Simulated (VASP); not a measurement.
Input of a VASP 6.6.1 run:

POSCAR

```
Sc
1.0
    2.9453766669      0.0000000000      0.0000000000
    0.0000000000      2.9453766669      0.0000000000
    0.0000000000      0.0000000000      2.9453766669
Sc
1
Direct
    0.0000000000      0.0000000000      0.0000000000
```

File INCAR.step1:

```
SYSTEM = Sc
ALGO = Normal
EDIFF = 1E-4
ENCUT = 520
GGA = PE
ISMEAR = 0
LASPH = .True.
LCHARG = .False.
LREAL = .False.
LWAVE = .True.
NBANDS = 12
NELM = 80
PREC = Accurate
SIGMA = 0.05
```

INCAR.step2

```
SYSTEM = Sc
ALGO = Normal
EDIFF = 1E-6
ENCUT = 520
ISIF = 2
ISMEAR = 0
ISTART = 1
LASPH = .True.
LCHARG = .False.
LMIXTAU = .True.
LREAL = .False.
LWAVE = .False.
METAGGA = R2SCAN
NBANDS = 12
NELM = 80
PREC = Accurate
SIGMA = 0.05
```

Contents of KPOINTS:

```
k-points
0
Gamma
  9 9 9
  0 0 0
```

Potentials or basis: VASP PAW PBE potentials, release 64 (Sc_sv).

Launch:

```sh
$ cat potpaw_PBE.64/Sc_sv/POTCAR > POTCAR
$ cp INCAR.step1 INCAR
$ mpirun -np 1 vasp_std > vasp.out
$ cp INCAR.step2 INCAR
$ mpirun -np 1 vasp_std > vasp.out
```

**Question.** Predict the band gap on the k mesh.

**Answer.** Zero (an odd number of electrons rules out a gap without spin polarisation).

**Question.** Estimate the pressure.

**Answer.** 0.2 GPa.

Caveat: the PAW data sets were made with another functional, which shifts forces and pressure a little.
